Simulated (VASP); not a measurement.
# BSe (P6_3/mmc) in VASP: a series of runs

BSe is run at these levels: PBE; tasks: relaxation of cell and atoms, single point.

Everything below comes from runs of VASP 6.6.1. Logs are shortened: lines on timing, memory, paths and dates and some standing lists are left out, and cuts for length are marked.

### Step 1. The cell of the first run

Symmetry: P6_3/mmc, No. 194, hexagonal system. Conventional cell: a = 3.457 Å, b = 3.457 Å, c = 11.390 Å, α = 90.00°, β = 90.00°, γ = 120.00°. Within 3.2 Å of B (site symmetry 3m) lie 6 Se at 2.45 Å and 1 B at 2.85 Å. Se (site symmetry -3m) has 6 B at 2.45 Å within 3.2 Å. Se (site symmetry -6m2) has 6 B at 2.45 Å within 3.2 Å.

### Step 2. Relaxation of cell and atoms, PBE

The input, INCAR:

```
PREC     = Accurate       # precision mode
ENCUT    = 600            # plane-wave cutoff, eV
EDIFF    = 1E-7           # SCF threshold, eV
ISMEAR   = 0              # smearing method
SIGMA    = 0.1            # smearing width, eV
LREAL    = False          # projectors in reciprocal space
LASPH    = True           # aspherical terms in the spheres
NELM     = 80             # most SCF steps
ALGO     = Normal         # electronic algorithm
ISIF     = 3              # what is computed and relaxed
LWAVE    = False          # write WAVECAR
LCHARG   = False          # write CHGCAR
GGA      = PE             # functional
IBRION   = 2              # ionic algorithm
NSW      = 90             # ionic steps
EDIFFG   = -0.04          # ionic threshold
```

The input, KPOINTS:

```
regular mesh
0
Gamma
  6 6 2
```

The input, POSCAR:

```
BSe
1.0
    3.4566398100      0.0000000000      0.0000000000
   -1.7283199000      2.9935378900      0.0000000000
    0.0000000000      0.0000000000     11.3902477900
B Se
4 4
Direct
    0.6666666700      0.3333333300      0.1250000000
    0.6666666700      0.3333333300      0.3750000000
    0.3333333300      0.6666666700      0.6250000000
    0.3333333300      0.6666666700      0.8750000000
    0.0000000000      0.0000000000      0.0000000000
    0.3333333300      0.6666666700      0.2500000000
    0.0000000000      0.0000000000      0.5000000000
    0.6666666700      0.3333333300      0.7500000000
```

Potentials or basis: VASP PAW PBE potentials, release 64 (B, Se).

The run is started by

```console
$ cat potpaw_PBE.64/B/POTCAR potpaw_PBE.64/Se/POTCAR > POTCAR
$ mpirun -np 1 vasp_std > vasp.out
```

OUTCAR:

```text
PREC = Accurate
   ENCUT = 600
   EDIFF = 1E-7
   ISMEAR = 0
   LREAL = False
   LASPH = True
   NELM = 80
   ISIF = 3
   GGA = PE
   IBRION = 2
   NSW = 90
   EDIFFG = -0.04

 ion  position               nearest neighbor table
   1  0.667  0.333  0.125-   5 2.45   6 2.45   6 2.45   5 2.45   5 2.45   6 2.45
   2  0.667  0.333  0.375-   7 2.45   6 2.45   6 2.45   7 2.45   7 2.45   6 2.45
   3  0.333  0.667  0.625-   7 2.45   8 2.45   8 2.45   7 2.45   7 2.45   8 2.45
   4  0.333  0.667  0.875-   5 2.45   8 2.45   8 2.45   5 2.45   5 2.45   8 2.45
   5  0.000  0.000  0.000-   1 2.45   4 2.45   4 2.45   1 2.45   1 2.45   4 2.45
   6  0.333  0.667  0.250-   1 2.45   2 2.45   1 2.45   2 2.45   1 2.45   2 2.45
   7  0.000  0.000  0.500-   2 2.45   3 2.45   3 2.45   2 2.45   2 2.45   3 2.45
   8  0.667  0.333  0.750-   3 2.45   4 2.45   3 2.45   4 2.45   3 2.45   4 2.45

  LATTYP: Found a hexagonal cell.
 ALAT       =     3.4566398100
 C/A-ratio  =     3.2951792539

  Lattice vectors:

 A1 = (   3.4566398100,   0.0000000000,   0.0000000000)
 A2 = (  -1.7283199000,   2.9935378900,   0.0000000000)
 A3 = (   0.0000000000,   0.0000000000,  11.3902477900)

Analysis of symmetry for initial positions (statically):
=====================================================================
 Subroutine PRICEL returns:
 Original cell was already a primitive cell.

 Routine SETGRP: Setting up the symmetry group for a
 hexagonal supercell.

 Subroutine GETGRP returns: Found 24 space group operations
 (whereof 12 operations were pure point group operations)
 out of a pool of 24 trial point group operations.

The static configuration has the point symmetry D_3d.
 The point group associated with its full space group is D_6h.

Analysis of symmetry for dynamics (positions and initial velocities):
=====================================================================
 Subroutine PRICEL returns:
 Original cell was already a primitive cell.

 Routine SETGRP: Setting up the symmetry group for a
 hexagonal supercell.

 Subroutine GETGRP returns: Found 24 space group operations
 (whereof 12 operations were pure point group operations)
 out of a pool of 24 trial point group operations.

The dynamic configuration has the point symmetry D_3d.
 The point group associated with its full space group is D_6h.

 Subroutine INISYM returns: Found 24 space group operations
 (whereof 12 operations are pure point group operations),
 and found     1 'primitive' translations

----------------------------------------------------------------------------------------
[... 86 lines left out ...]
   ISTART =      0    job   : 0-new  1-cont  2-samecut
   ICHARG =      2    charge: 1-file 2-atom 10-const
   ISPIN  =      1    spin polarized calculation?
   LNONCOLLINEAR =      F non collinear calculations
   LSORBIT =      F    spin-orbit coupling
   LASPH  =      T    aspherical Exc in radial PAW
   ENCUT  =  600.0 eV  44.10 Ry    6.64 a.u.   6.90  6.90 22.75*2*pi/ulx,y,z
   NELM   =     80;   NELMIN=  2; NELMDL= -5     # of ELM steps
   EDIFF  = 0.1E-06   stopping-criterion for ELM
   LREAL  =      F    real-space projection
   EDIFFG = -.4E-01   stopping-criterion for IOM
   NSW    =     90    number of steps for IOM
   IBRION =      2    ionic relax: 0-MD 1-quasi-New 2-CG
   NFREE  =      1    steps in history (QN), initial steepest desc. (CG)
   ISIF   =      3    stress and relaxation
   ISYM   =      2    0-nonsym 1-usesym 2-fastsym
   POTIM  = 0.5000    time-step for ionic-motion
   TEBEG  =    0.0;   TEEND  =   0.0 temperature during run
   PSTRESS=    0.0 pullay stress
   NELECT =      36.0000    total number of electrons
   NUPDOWN=      -1.0000    fix difference up-down
   EMIN   =  10.00;   EMAX   =-10.00  energy-range for DOS
   EFERMI =   0.00;   METHOD = LEGACY
   ISMEAR =     0;   SIGMA  =   0.10  broadening in eV -4-tet -1-fermi 0-gaus
   EFERMI_NEDOS =   21; number of points for ismear=-14 and -15
   IALGO  =     38    algorithm
   IMIX   =      4    mixing-type and parameters
     AMIX     =   0.40;   BMIX     =  1.00
     AMIX_MAG =   1.60;   BMIX_MAG =  1.00
  volume/ion in A,a.u.               =      14.73        99.42
  Fermi-wavevector in a.u.,A,eV,Ry     =   1.102516  2.083454 16.538452  1.215542
  Thomas-Fermi vector in A             =   2.238960
   LORBIT       =      0    0 simple, 1 ext, 2 COOP (PROOUT), +10 PAW based schemes
   GGA     = PE    functional components
   LHFCALC =     F    Hartree Fock is set to
   AEXX    =    0.0000 exact exchange contribution
   IVDW    =     0    specifies the selected vdW correction
   LEPSILON=     F    determine dielectric tensor
   LRPA    =     F    only Hartree local field effects (RPA)
 conjugate gradient relaxation of ions
 non-spin polarized calculation
 Gauss-broadening in eV      SIGMA  =   0.10
  energy-cutoff  :      600.00
  volume of cell :      117.86
 maximum number of plane-waves:      3966
 NGX is ok and might be reduce to    28
   NGX = 13   NGY = 13   NGZ = 45

--------------------------------------- Ionic step        1  -------------------------------------------

 number of electron      35.9999998 magnetization

 Free energy of the ion-electron system (eV)
  ---------------------------------------------------
  ext. energy  EPLUGINS =         0.00000000
  ---------------------------------------------------
  free energy    TOTEN  =       -32.30497692 eV

  energy without entropy =      -32.28775419  energy(sigma->0) =      -32.29636556

------------------------ aborting loop because EDIFF is reached ----------------------------------------

  FORCE on cell =-STRESS in cart. coord.  units (eV):
  Direction    XX          YY          ZZ          XY          YZ          ZX
  --------------------------------------------------------------------------------------
  -------------------------------------------------------------------------------------
  Total       -7.0949789     -7.0949789     -4.7122119     -0.0000000      0.0000000     -0.0000000
  in kB      -96.4472014    -96.4472016    -64.0565189     -0.0000002      0.0000000     -0.0000000
  external PRESSURE =     -85.6503073 kB  Pullay stress =       0.0000000 kB
[... 197 lines left out ...]
--------------------------------------- Ionic step        6  -------------------------------------------

 number of electron      35.9999999 magnetization

 Free energy of the ion-electron system (eV)
  ---------------------------------------------------
  ext. energy  EPLUGINS =         0.00000000
  ---------------------------------------------------
  free energy    TOTEN  =       -32.75517943 eV

  energy without entropy =      -32.73698008  energy(sigma->0) =      -32.74607976

 E-fermi :   6.9422     XC(G=0): -11.1502

 val. band max:        6.9101456404   @ k =   0.1667   0.0000   0.5000
 cond. band min:       7.0643787155   @ k =   0.1667   0.1667   0.0000
 fundamental gap:      0.1542330750
 Fermi energy:         6.9421989657

 k-point     1 :       0.0000    0.0000    0.0000
  band No.  band energies     occupation
      1     -10.2064      2.00000
      2      -9.4657      2.00000
      3      -9.0808      2.00000
      4      -7.6912      2.00000
      5      -3.2074      2.00000
      6       0.0396      2.00000
[... 388 lines left out ...]
  FREE ENERGIE OF THE ION-ELECTRON SYSTEM (eV)
  ---------------------------------------------------
  free  energy   TOTEN  =       -32.7551794342 eV

  energy  without entropy=      -32.7369800844  energy(sigma->0) =      -32.74607976

 reached required accuracy - stopping structural energy minimisation
```

CONTCAR:

```text
BSe
   1.00000000000000
     3.3152085472406374   -0.0000000002378946   -0.0000000000000000
    -1.6576042690309205    2.8710548233338065    0.0000000000000000
     0.0000000000000000   -0.0000000000000000   11.1844308596516662
  B               Se
     4     4
Direct
     0.6666666699999979    0.3333333300000021    0.1193851322189207
     0.6666666699999979    0.3333333300000021    0.3806148677810793
     0.3333333300000021    0.6666666699999979    0.6193851322189206
     0.3333333300000021    0.6666666699999979    0.8806148677810794
     0.0000000000000000    0.0000000000000000    0.0000000000000000
     0.3333333300000021    0.6666666699999979    0.2500000000000000
     0.0000000000000000    0.0000000000000000    0.5000000000000000
     0.6666666699999979    0.3333333300000021    0.7500000000000000

  0.00000000E+00  0.00000000E+00  0.00000000E+00
  0.00000000E+00  0.00000000E+00  0.00000000E+00
  0.00000000E+00  0.00000000E+00  0.00000000E+00
  0.00000000E+00  0.00000000E+00  0.00000000E+00
  0.00000000E+00  0.00000000E+00  0.00000000E+00
  0.00000000E+00  0.00000000E+00  0.00000000E+00
  0.00000000E+00  0.00000000E+00  0.00000000E+00
  0.00000000E+00  0.00000000E+00  0.00000000E+00
```

Run time: 4 min. Hardware: 1 thread of Intel Xeon Platinum 8488C (Sapphire Rapids), shared host; peak memory 0.28 GiB.

What came out:

* Free energy: -32.7552 eV
* Relaxed volume: 13.31 Å³/atom
* Relaxed cell: a = 3.315 Å, b = 3.315 Å, c = 11.184 Å, α = 90.00°, β = 90.00°, γ = 120.00°
* Space group after relaxing (to 0.1 Å): P6_3/mmc (No. 194)
* Energy gained by relaxing: 56.3 meV/atom
* Ionic steps: 6
* Pressure after relaxing: -0.1 GPa
* Largest force after relaxing: 0.030 eV/Å
* Band gap on the k mesh: zero (bands 18 and 19 overlap by 1.77 eV)

Forces in eV/Å, atoms in the order of the input:
```
B    0.000  0.000 -0.030
B    0.000  0.000  0.030
B    0.000  0.000 -0.030
B    0.000  0.000  0.030
Se   0.000  0.000  0.000
Se   0.000  0.000  0.000
Se   0.000  0.000  0.000
Se   0.000  0.000  0.000
```

The path:
```csv
step,energy change (eV),largest force (eV/Å),pressure (GPa),volume (Å³)
1,0.0000,0.6042,-8.57,117.86
2,-0.4079,0.4312,1.69,104.92
3,-0.4098,0.4456,0.92,105.64
4,-0.4448,0.1617,0.44,105.94
5,-0.4475,0.0639,0.29,106.05
6,-0.4502,0.0298,-0.10,106.46
```

Final structure:
```yaml
crystal:
  lattice:
    - [3.31521, 0.00000, 0.00000]
    - [-1.65760, 2.87105, 0.00000]
    - [0.00000, 0.00000, 11.18443]
  atoms:
    - { symbol: B, position: [0.66667, 0.33333, 0.11939] }
    - { symbol: B, position: [0.66667, 0.33333, 0.38061] }
    - { symbol: B, position: [0.33333, 0.66667, 0.61939] }
    - { symbol: B, position: [0.33333, 0.66667, 0.88061] }
    - { symbol: Se, position: [0.00000, 0.00000, 0.00000] }
    - { symbol: Se, position: [0.33333, 0.66667, 0.25000] }
    - { symbol: Se, position: [0.00000, 0.00000, 0.50000] }
    - { symbol: Se, position: [0.66667, 0.33333, 0.75000] }
```

### Step 3. Single point, PBE

This run uses another cell than the first one, of 13.22 Å³/atom.

The input, INCAR:

```
  PREC = Accurate
  ENCUT = 520
  EDIFF = 1E-7
  ISMEAR = 0
  SIGMA = 0.1
  LREAL = F
  LASPH = T
  NELM = 100
  ALGO = Normal
  ISIF = 2
  LWAVE = F
  LCHARG = F
  GGA = PE
  NBANDS = 28
```

The input, KPOINTS:

```
Automatic mesh
0
Gamma
  15 15 4
```

The input, POSCAR:

```
BSe
1.0
    3.3028279266      0.0000000000      0.0000000000
   -1.6514139633      2.8603328887      0.0000000000
    0.0000000000      0.0000000000     11.1964703979
B Se
4 4
Direct
    0.6666666667      0.3333333333      0.1190725354
    0.6666666667      0.3333333333      0.3809274646
    0.3333333333      0.6666666667      0.6190725354
    0.3333333333      0.6666666667      0.8809274646
    0.0000000000      0.0000000000      0.0000000000
    0.3333333333      0.6666666667      0.2500000000
    0.0000000000      0.0000000000      0.5000000000
    0.6666666667      0.3333333333      0.7500000000
```

Potentials or basis: VASP PAW PBE potentials, release 64 (B, Se).

The run is started by

```console
$ cat potpaw_PBE.64/B/POTCAR potpaw_PBE.64/Se/POTCAR > POTCAR
$ mpirun -np 1 vasp_std > vasp.out
```

Run time: 4 min. Hardware: 1 thread of Intel Xeon Platinum 8488C (Sapphire Rapids), shared host; peak memory 0.36 GiB.

It converged, with:

| Item | Value |
| --- | --- |
| Free energy | -32.9102 eV |
| Pressure | 0.1 GPa |
| Band gap on the k mesh | zero (bands 18 and 19 overlap by 2.58 eV) |

Levels at points of the mesh, in eV from the Fermi level:
| k point | band 14 | band 15 | band 16 | band 17 | band 18 | band 19 | band 20 | band 21 | band 22 | band 23 |
| --- | --- | --- | --- | --- | --- | --- | --- | --- | --- | --- |
| (0.00, 0.00, 0.00) | -1.37 | -0.88 | -0.88 | -0.36 | 1.14 | 1.14 | 1.55 | 1.95 | 1.96 | 2.06 |
| (0.00, 0.00, 0.50) | -1.10 | -1.10 | -1.10 | 0.91 | 0.91 | 1.56 | 1.56 | 1.56 | 1.56 | 1.97 |

### Step 4. Single point, PBE

This run uses another cell than the first one, of 13.22 Å³/atom.

The input, INCAR:

```
SYSTEM = BSe
ALGO = Normal
EDIFF = 1E-7
ENCUT = 520
GGA = PE
ISIF = 2
ISMEAR = 0
LASPH = .True.
LCHARG = .False.
LREAL = .False.
LWAVE = .False.
NBANDS = 28
NELM = 60
PREC = Accurate
SIGMA = 0.1
```

The input, KPOINTS:

```
k-points
0
Gamma
  15 15 4
  0 0 0
```

POSCAR is that of step 3.

The run is started by

```console
$ cat potpaw_PBE.64/B/POTCAR potpaw_PBE.64/Se/POTCAR > POTCAR
$ mpirun -np 1 vasp_std > vasp.out
```

It took 3.3 min on 1 thread of Intel Xeon Platinum 8488C (Sapphire Rapids), shared host; peak memory 0.36 GiB.

The run converged. Its results:

| Quantity | Value |
| --- | --- |
| Free energy | -32.9102 eV |
| Pressure | 0.1 GPa |
| Band gap on the k mesh | zero (bands 18 and 19 overlap by 2.58 eV) |

Levels at points of the mesh, in eV from the Fermi level:
```
           k point  band 16  band 17  band 18  band 19  band 20  band 21
(0.00, 0.00, 0.00)    -0.88    -0.36     1.14     1.14     1.55     1.95
(0.00, 0.00, 0.50)    -1.10     0.91     0.91     1.56     1.56     1.56
```

### Step 5. Relaxation of cell and atoms, PBE

This run uses another cell than the first one, of 13.29 Å³/atom.

The input, INCAR:

```
SYSTEM = BSe
  PREC = Accurate
  ENCUT = 600
  EDIFF = 1E-6
  ISMEAR = 0
  SIGMA = 0.1
  LREAL = .FALSE.
  LASPH = .TRUE.
  NELM = 60
  ALGO = Normal
  ISIF = 3
  LWAVE = .FALSE.
  LCHARG = .FALSE.
  GGA = PE
  IBRION = 2
  NSW = 100
  EDIFFG = -0.01
```

The input, KPOINTS:

```
Automatic mesh
0
G
  15 15 4
  0 0 0
```

The input, POSCAR:

```
BSe
1.0
    3.3168549739      0.0000000000      0.0000000000
   -1.6584274870      2.8724806681      0.0000000000
    0.0000000000      0.0000000000     11.1550000177
B Se
4 4
Direct
    0.6666666667      0.3333333333      0.1190867747
    0.6666666667      0.3333333333      0.3809132253
    0.3333333333      0.6666666667      0.6190867747
    0.3333333333      0.6666666667      0.8809132253
    0.0000000000      0.0000000000      0.0000000000
    0.3333333333      0.6666666667      0.2500000000
    0.0000000000      0.0000000000      0.5000000000
    0.6666666667      0.3333333333      0.7500000000
```

The run is started by

```console
$ cat potpaw_PBE.64/B/POTCAR potpaw_PBE.64/Se/POTCAR > POTCAR
$ mpirun -np 1 vasp_std > vasp.out
```

It took 6 min on 1 thread of Intel Xeon Platinum 8488C (Sapphire Rapids), shared host; peak memory 0.4 GiB.

Results (log left out):

```
Free energy                           : -32.9120 eV
Relaxed volume                        : 13.23 Å³/atom
Relaxed cell                          : a = 3.304 Å, b = 3.304 Å, c = 11.199 Å, α = 90.00°, β = 90.00°, γ = 120.00°
Space group after relaxing (to 0.1 Å) : P6_3/mmc (No. 194)
Energy gained by relaxing             : 0.4 meV/atom
Ionic steps                           : 4
Pressure after relaxing               : 0.0 GPa
Largest force after relaxing          : 0.010 eV/Å
Band gap on the k mesh                : zero (bands 18 and 19 overlap by 2.58 eV)
```

Forces on the atoms (eV/Å):
```
B    0.000  0.000  0.010
B    0.000  0.000 -0.010
B    0.000  0.000  0.010
B    0.000  0.000 -0.010
Se   0.000  0.000  0.000
Se   0.000  0.000  0.000
Se   0.000  0.000  0.000
Se   0.000  0.000  0.000
```

The path:
| step | energy change (eV) | largest force (eV/Å) | pressure (GPa) | volume (Å³) |
| --- | --- | --- | --- | --- |
| 1 | 0.0000 | 0.0273 | -0.40 | 106.28 |
| 2 | -0.0028 | 0.0042 | 0.08 | 105.78 |
| 3 | -0.0029 | 0.0095 | 0.16 | 105.69 |
| 4 | -0.0030 | 0.0095 | -0.03 | 105.87 |

Final structure:
```yaml
crystal:
  lattice:
    - [3.30389, 0.00000, 0.00000]
    - [-1.65195, 2.86125, 0.00000]
    - [0.00000, 0.00000, 11.19905]
  atoms:
    - { symbol: B, position: [0.66667, 0.33333, 0.11898] }
    - { symbol: B, position: [0.66667, 0.33333, 0.38102] }
    - { symbol: B, position: [0.33333, 0.66667, 0.61898] }
    - { symbol: B, position: [0.33333, 0.66667, 0.88102] }
    - { symbol: Se, position: [0.00000, 0.00000, 0.00000] }
    - { symbol: Se, position: [0.33333, 0.66667, 0.25000] }
    - { symbol: Se, position: [0.00000, 0.00000, 0.50000] }
    - { symbol: Se, position: [0.66667, 0.33333, 0.75000] }
```

Levels at points of the mesh, in eV from the Fermi level:
```tsv
k point	band 16	band 17	band 18	band 19	band 20	band 21
(0.00, 0.00, 0.00)	-0.87	-0.37	1.14	1.14	1.55	1.95
(0.00, 0.00, 0.50)	-1.10	0.91	0.91	1.56	1.56	1.56
```

### Step 6. The runs side by side

| task | cell | k mesh | cutoff (eV) | gap on the mesh (eV) | pressure (GPa) | relaxed volume (Å³/atom) | largest force (eV/Å) |
| --- | --- | --- | --- | --- | --- | --- | --- |
| relaxation of cell and atoms | relaxed from a = 3.457, b = 3.457, c = 11.390 Å, angles 90.0, 90.0, 120.0°, 8 atoms, atomic positions A | 6 × 6 × 2 | 600 | none | -0.1 | 13.31 | 0.03 |
| single point | a = 3.303, b = 3.303, c = 11.196 Å, angles 90.0, 90.0, 120.0°, 8 atoms, atomic positions B | 15 × 15 × 4 | 520 | none | 0.1 | - | - |
| relaxation of cell and atoms | relaxed from a = 3.317, b = 3.317, c = 11.155 Å, angles 90.0, 90.0, 120.0°, 8 atoms, atomic positions B | 15 × 15 × 4 | 600 | none | 0.0 | 13.23 | 0.01 |

Alike in all rows: level PBE; potentials or basis VASP PAW PBE potentials, release 64 (B, Se); no spin polarisation; smearing gaussian 0.1 eV.

Absolute energies hang on the potentials; compare differences alone.
